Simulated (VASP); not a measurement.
KRu2:

```
K Ru
1.0
     0.00000    3.65563    0.00000
     3.65563    0.00000    0.00000
     1.82782    1.82782   -4.56406
K Ru
1 2
Cartesian
  0.0000 0.0000 0.0000
  1.8278 1.8278 -1.5244
  3.6556 3.6556 -3.0397
```

```yaml
Program: VASP 6.6.1
Task: relaxation of the atoms
Functional: r2SCAN
Potentials_or_basis: VASP PAW PBE potentials, release 64 (K_sv, Ru_pv)
Cutoff: 520 eV
k_mesh: 9 × 9 × 9
Occupations: fermi-dirac, width 0.1 eV
Spin: no spin polarisation
```

At the start: pressure -10.1 GPa; volume 20.33 Å³/atom.

Problem. Where does the relaxation end?

Solution. Over 6 steps the energy falls by 382.2 meV/atom; space group I4/mmm (No. 139, to 0.05 Å).

The path:
```csv
step,energy change (eV),largest force (eV/Å),pressure (GPa)
1,0.0000,1.7687,-10.12
2,-0.3184,1.9395,-9.62
3,-1.1227,0.5625,-5.32
4,-1.1048,0.5908,-2.61
5,-1.1458,0.1070,-4.07
6,-1.1467,0.0041,-4.28
```

Final structure:
```
K Ru
1.0
     0.00000    3.65563    0.00000
     3.65563    0.00000    0.00000
     1.82782    1.82782   -4.56406
K Ru
1 2
Direct
  0.00000 0.00000 0.00000
  0.29091 0.29091 0.41817
  0.70909 0.70909 0.58183
```

Caveat: the PAW data sets were made with another functional, which shifts forces and pressure a little.
